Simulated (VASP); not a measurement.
# MgRh (Pm-3m) in VASP: a series of runs

Runs on MgRh. Level: LDA. Tasks: single point.

Everything below comes from runs of VASP 6.6.1. Logs are shortened: lines on timing, memory, paths and dates and some standing lists are left out, and cuts for length are marked.

## Step 1: The cell of the first run

Symmetry: Pm-3m, No. 221, cubic system. The conventional cell has a = 3.099 Å, b = 3.099 Å, c = 3.099 Å, α = 90.00°, β = 90.00°, γ = 90.00°. Within 3.5 Å of Mg (site symmetry m-3m) lie 8 Rh at 2.68 Å and 6 Mg at 3.10 Å. Rh (site symmetry m-3m) has 8 Mg at 2.68 Å and 6 Rh at 3.10 Å within 3.5 Å.

## Step 2: Single point, LDA, collinear spin, ferromagnetic start

INCAR

```
PREC     = Accurate       # precision mode
ENCUT    = 520            # plane-wave cutoff, eV
EDIFF    = 1E-6           # SCF threshold, eV
ISMEAR   = -1             # smearing method
SIGMA    = 0.1            # smearing width, eV
LREAL    = F              # projectors in reciprocal space
LASPH    = T              # aspherical terms in the spheres
NELM     = 150            # most SCF steps
ALGO     = Normal         # electronic algorithm
ISIF     = 2              # what is computed and relaxed
LWAVE    = F              # write WAVECAR
LCHARG   = T              # write CHGCAR
ISPIN    = 2              # spin polarisation
MAGMOM   = 0 0.4          # initial moments
LORBIT   = 11             # projections on sites
NUPDOWN  = 0.4            # fixed moment
LMAXMIX  = 4              # l up to which the mixer works
GGA      = CA             # functional
LELF     = T              # ELF
LVHAR    = T            
NBANDS   = 20             # bands
```

KPOINTS

```
regular mesh
0
Gamma
  11 11 11
```

POSCAR

```
MgRh
1.0
    3.0992000000      0.0000000000      0.0000000000
    0.0000000000      3.0992000000      0.0000000000
    0.0000000000      0.0000000000      3.0992000000
Mg Rh
1 1
Direct
    0.0000000000      0.0000000000      0.0000000000
    0.5000000000      0.5000000000      0.5000000000
```

Potentials or basis: VASP PAW LDA potentials, release 64 (Mg, Rh_pv).

The run is started by

```console
> cat potpaw_LDA.64/Mg/POTCAR potpaw_LDA.64/Rh_pv/POTCAR > POTCAR
> mpirun -np 1 vasp_std > vasp.out
```

OUTCAR:

```text
PREC = Accurate
   ENCUT = 520
   EDIFF = 1E-6
   ISMEAR = -1
   LREAL = F
   LASPH = T
   NELM = 150
   ISIF = 2
   ISPIN = 2
   LORBIT = 11
   NUPDOWN = 0.4
   GGA = CA

 ion  position               nearest neighbor table
   1  0.000  0.000  0.000-   2 2.68   2 2.68   2 2.68   2 2.68   2 2.68   2 2.68   2 2.68   2 2.68

   2  0.500  0.500  0.500-   1 2.68   1 2.68   1 2.68   1 2.68   1 2.68   1 2.68   1 2.68   1 2.68

  LATTYP: Found a simple cubic cell.
 ALAT       =     3.0992000000

  Lattice vectors:

 A1 = (   3.0992000000,   0.0000000000,   0.0000000000)
 A2 = (   0.0000000000,   3.0992000000,   0.0000000000)
 A3 = (   0.0000000000,   0.0000000000,   3.0992000000)

Analysis of symmetry for initial positions (statically):
=====================================================================
 Subroutine PRICEL returns:
 Original cell was already a primitive cell.

 Routine SETGRP: Setting up the symmetry group for a
 simple cubic supercell.

 Subroutine GETGRP returns: Found 48 space group operations
 (whereof 48 operations were pure point group operations)
 out of a pool of 48 trial point group operations.

The static configuration has the point symmetry O_h .

Analysis of symmetry for dynamics (positions and initial velocities):
=====================================================================
 Subroutine PRICEL returns:
 Original cell was already a primitive cell.

 Routine SETGRP: Setting up the symmetry group for a
 simple cubic supercell.

 Subroutine GETGRP returns: Found 48 space group operations
 (whereof 48 operations were pure point group operations)
 out of a pool of 48 trial point group operations.

The dynamic configuration has the point symmetry O_h .

Analysis of structural, dynamic, and magnetic symmetry:
=====================================================================
 Subroutine PRICEL returns:
 Original cell was already a primitive cell.

 Routine SETGRP: Setting up the symmetry group for a
 simple cubic supercell.

 Subroutine GETGRP returns: Found 48 space group operations
 (whereof 48 operations were pure point group operations)
 out of a pool of 48 trial point group operations.

The overall configuration has the point symmetry O_h .

 Subroutine INISYM returns: Found 48 space group operations
 (whereof 48 operations are pure point group operations),
 and found     1 'primitive' translations

----------------------------------------------------------------------------------------

                                     Primitive cell

  volume of cell :      29.7679

  direct lattice vectors                    reciprocal lattice vectors
     3.099200000  0.000000000  0.000000000     0.322663913  0.000000000  0.000000000
     0.000000000  3.099200000  0.000000000     0.000000000  0.322663913  0.000000000
     0.000000000  0.000000000  3.099200000     0.000000000  0.000000000  0.322663913

  length of vectors
     3.099200000  3.099200000  3.099200000     0.322663913  0.322663913  0.322663913

  position of ions in fractional coordinates (direct lattice)
     0.000000000  0.000000000  0.000000000
     0.500000000  0.500000000  0.500000000

  ion indices of the primitive-cell ions
   primitive index   ion index
                 1           1
                 2           2

----------------------------------------------------------------------------------------

 KPOINTS: regular mesh

Automatic generation of k-mesh.
 Grid dimensions read from file:
 generate k-points for:   11   11   11

 Generating k-lattice:

  Cartesian coordinates                     Fractional coordinates (reciprocal lattice)
     0.029333083  0.000000000  0.000000000     0.090909091  0.000000000  0.000000000
     0.000000000  0.029333083  0.000000000     0.000000000  0.090909091  0.000000000
     0.000000000  0.000000000  0.029333083     0.000000000  0.000000000  0.090909091

  Length of vectors
     0.029333083  0.029333083  0.029333083

  Shift w.r.t. Gamma in fractional coordinates (k-lattice)
     0.000000000  0.000000000  0.000000000

 Subroutine IBZKPT returns following result:
 ===========================================

 Found     56 irreducible k-points:

 Following reciprocal coordinates:
            Coordinates               Weight
  0.000000  0.000000  0.000000      1.000000
  0.090909  0.000000  0.000000      6.000000
  0.181818  0.000000  0.000000      6.000000
  0.272727  0.000000  0.000000      6.000000
  0.363636  0.000000  0.000000      6.000000
  0.454545  0.000000  0.000000      6.000000
[... 16 lines left out ...]
  0.181818  0.090909  0.090909     24.000000
  0.272727  0.090909  0.090909     24.000000
 [... further k-points ...]
   k-points           NKPTS =     56   k-points in BZ     NKDIM =     56   number of bands    NBANDS=     20
   number of dos      NEDOS =    301   number of ions     NIONS =      2
   total plane-waves  NPLWV =  13824
   dimension x,y,z NGX =    24 NGY =   24 NGZ =   24
   dimension x,y,z NGXF=    48 NGYF=   48 NGZF=   48
   ions per type =               1   1
   NGX,Y,Z   is equivalent  to a cutoff of  12.87, 12.87, 12.87 a.u.
   NGXF,Y,Z  is equivalent  to a cutoff of  25.75, 25.75, 25.75 a.u.
 SYSTEM =  unknown system
   PREC   = accura    normal or accurate (medium, high low for compatibility)
   ISTART =      0    job   : 0-new  1-cont  2-samecut
   ICHARG =      2    charge: 1-file 2-atom 10-const
   ISPIN  =      2    spin polarized calculation?
   LNONCOLLINEAR =      F non collinear calculations
   LSORBIT =      F    spin-orbit coupling
   LASPH  =      T    aspherical Exc in radial PAW
   ENCUT  =  520.0 eV  38.22 Ry    6.18 a.u.   5.76  5.76  5.76*2*pi/ulx,y,z
   NELM   =    150;   NELMIN=  2; NELMDL= -5     # of ELM steps
   EDIFF  = 0.1E-05   stopping-criterion for ELM
   LREAL  =      F    real-space projection
   EDIFFG = 0.1E-04   stopping-criterion for IOM
   NSW    =      0    number of steps for IOM
   IBRION =     -1    ionic relax: 0-MD 1-quasi-New 2-CG
   NFREE  =      0    steps in history (QN), initial steepest desc. (CG)
   ISIF   =      2    stress and relaxation
   ISYM   =      2    0-nonsym 1-usesym 2-fastsym
   POTIM  = 0.5000    time-step for ionic-motion
   TEBEG  =    0.0;   TEEND  =   0.0 temperature during run
   PSTRESS=    0.0 pullay stress
   NELECT =      17.0000    total number of electrons
   NUPDOWN=       0.4000    fix difference up-down
   EMIN   =  10.00;   EMAX   =-10.00  energy-range for DOS
   EFERMI =   0.00;   METHOD = LEGACY
   ISMEAR =    -1;   SIGMA  =   0.10  broadening in eV -4-tet -1-fermi 0-gaus
   EFERMI_NEDOS =   21; number of points for ismear=-14 and -15
   IALGO  =     38    algorithm
   IMIX   =      4    mixing-type and parameters
     AMIX     =   0.40;   BMIX     =  1.00
     AMIX_MAG =   1.60;   BMIX_MAG =  1.00
  volume/ion in A,a.u.               =      14.88       100.44
  Fermi-wavevector in a.u.,A,eV,Ry     =   1.358235  2.566692 25.100054  1.844802
  Thomas-Fermi vector in A             =   2.485085
   LORBIT       =     11    0 simple, 1 ext, 2 COOP (PROOUT), +10 PAW based schemes
   GGA     = CA    functional components
   LHFCALC =     F    Hartree Fock is set to
   AEXX    =    0.0000 exact exchange contribution
   IVDW    =     0    specifies the selected vdW correction
   LEPSILON=     F    determine dielectric tensor
   LRPA    =     F    only Hartree local field effects (RPA)
 spin polarized calculation
  energy-cutoff  :      520.00
  volume of cell :       29.77
 maximum number of plane-waves:       813
 NGX is ok and might be reduce to    24
   NGX = 11   NGY = 11   NGZ = 11

 number of electron      17.0000011 magnetization       0.4000000

 Free energy of the ion-electron system (eV)
  ---------------------------------------------------
  ext. energy  EPLUGINS =         0.00000000
  ---------------------------------------------------
  free energy    TOTEN  =       -11.44813343 eV

  energy without entropy =      -11.39619480  energy(sigma->0) =      -11.42216411

 E-fermi :   6.3586     XC(G=0): -11.9888

 val. band max:        6.8351062312   @ k =   0.3636   0.3636   0.2727
 cond. band min:       6.3587399796   @ k =   0.2727   0.0909   0.0000
 fundamental gap:     -0.4763662517
 Fermi energy:         6.8647363673

 spin component 1

 k-point     1 :       0.0000    0.0000    0.0000
  band No.  band energies     occupation
      1     -38.6038      1.00000
      2     -38.6038      1.00000
      3     -38.6038      1.00000
      4      -0.5412      1.00000
      5       3.4790      1.00000
      6       3.4790      1.00000
[... 12 lines left out ...]
     19      28.6892      0.00000
     20      29.2154      0.00000

 k-point     2 :       0.0909    0.0000    0.0000
  band No.  band energies     occupation
      1     -38.6113      1.00000
      2     -38.6032      1.00000
      3     -38.6032      1.00000
      4      -0.3951      1.00000
      5       3.5147      1.00000
      6       3.5476      1.00000
[... 498 lines left out ...]
 k-point    24 :       0.2727    0.0909    0.0909
  band No.  band energies     occupation
      1     -38.6560      1.00000
      2     -38.6066      1.00000
      3     -38.6063      1.00000
      4       0.9539      1.00000
      5       3.8680      1.00000
      6       4.0212      1.00000
[... 12 lines left out ...]
     19      27.3965      0.00000
     20      28.4423      0.00000

 [... further k-points ...]

 spin component 2

 k-point     1 :       0.0000    0.0000    0.0000
  band No.  band energies     occupation
      1     -38.3943      1.00000
      2     -38.3943      1.00000
      3     -38.3943      1.00000
      4      -0.4462      1.00000
      5       3.6627      1.00000
      6       3.6627      1.00000
[... 12 lines left out ...]
     19      29.0319      0.00000
     20      29.2916      0.00000

 k-point     2 :       0.0909    0.0000    0.0000
  band No.  band energies     occupation
      1     -38.4018      1.00000
      2     -38.3938      1.00000
      3     -38.3938      1.00000
      4      -0.3002      1.00000
      5       3.6990      1.00000
      6       3.7303      1.00000
[... 498 lines left out ...]
 k-point    24 :       0.2727    0.0909    0.0909
  band No.  band energies     occupation
      1     -38.4467      1.00000
      2     -38.3971      1.00000
      3     -38.3968      1.00000
      4       1.0512      1.00000
      5       4.0555      1.00000
      6       4.1887      1.00000
[... 12 lines left out ...]
     19      27.4902      0.00000
     20      28.5347      0.00000

 [... further k-points ...]
[... 5 lines left out ...]
  --------------------------------------------------------------------------------------
  -------------------------------------------------------------------------------------
  Total       -1.1208946     -1.1208946     -1.1208946      0.0000000     -0.0000000     -0.0000000
  in kB      -60.3290587    -60.3290587    -60.3290587      0.0000000     -0.0000000     -0.0000000
  external PRESSURE =     -60.3290587 kB  Pullay stress =       0.0000000 kB

 VOLUME and BASIS-vectors are now :
 -----------------------------------------------------------------------------
  energy-cutoff  :      520.00
  volume of cell :       29.77
      direct lattice vectors                 reciprocal lattice vectors
     3.099200000  0.000000000  0.000000000     0.322663913  0.000000000  0.000000000
     0.000000000  3.099200000  0.000000000     0.000000000  0.322663913  0.000000000
     0.000000000  0.000000000  3.099200000     0.000000000  0.000000000  0.322663913

 POSITION                                       TOTAL-FORCE (eV/Angst)
 -----------------------------------------------------------------------------------
      0.00000      0.00000      0.00000         0.000000      0.000000      0.000000
      1.54960      1.54960      1.54960         0.000000      0.000000      0.000000
 -----------------------------------------------------------------------------------
    total drift:                                0.000000     -0.000000     -0.000000

  FREE ENERGIE OF THE ION-ELECTRON SYSTEM (eV)
  ---------------------------------------------------
  free  energy   TOTEN  =       -11.4481334300 eV

  energy  without entropy=      -11.3961947977  energy(sigma->0) =      -11.42216411

 total charge

# of ion       s       p       d       tot
------------------------------------------
    1        0.224   0.189   0.045   0.458
    2        0.354   6.172   7.317  13.843
--------------------------------------------------
tot          0.578   6.361   7.362  14.301

 magnetization (x)

# of ion       s       p       d       tot
------------------------------------------
    1        0.002   0.006   0.002   0.009
    2        0.007   0.017   0.297   0.322
--------------------------------------------------
tot          0.009   0.023   0.298   0.331
```

It took 26 s on 1 thread of AMD EPYC 9R45 (Zen 5), shared host; peak memory 0.14 GiB.

Results:

* Free energy: -11.4481 eV
* Pressure: -6.0 GPa
* Net moment: 0.40 μB per cell
* Site moments: Mg +0.01; Rh +0.32 μB
* Valence electrons inside the program's atomic spheres: Mg 0.46; Rh 13.84

Caveat: the total moment is fixed, so each spin has its own Fermi level.

## Step 3: Single point, LDA, collinear spin, ferromagnetic start

INCAR

```
  PREC = Accurate
  ENCUT = 520
  EDIFF = 1E-7
  ISMEAR = -1
  SIGMA = 0.1
  LREAL = F
  LASPH = T
  NELM = 150
  ALGO = Normal
  ISIF = 2
  LWAVE = F
  LCHARG = T
  ISPIN = 2
  MAGMOM = 0 0.6
  LORBIT = 11
  NUPDOWN = 0.6
  LMAXMIX = 4
  LELF = T
  LVHAR = T
  NBANDS = 20
```

KPOINTS

```
Automatic mesh
0
Gamma
  11 11 11
```

POSCAR is that of step 2.

Potentials or basis: VASP PAW LDA potentials, release 64 (Mg, Rh_pv).

The run is started by

```console
> cat potpaw_LDA.64/Mg/POTCAR potpaw_LDA.64/Rh_pv/POTCAR > POTCAR
> mpirun -np 1 vasp_std > vasp.out
```

Run time: 28 s. Hardware: 1 thread of AMD EPYC 9R45 (Zen 5), shared host; peak memory 0.14 GiB.

It converged, with:

```
Free energy                                           : -11.3835 eV
Pressure                                              : -5.4 GPa
Net moment                                            : 0.60 μB per cell
Site moments                                          : Mg +0.01; Rh +0.48 μB
Valence electrons inside the program's atomic spheres : Mg 0.46; Rh 13.84
```

Caveat: the total moment is fixed, so each spin has its own Fermi level.

(Part 1 of 3 ends here.)
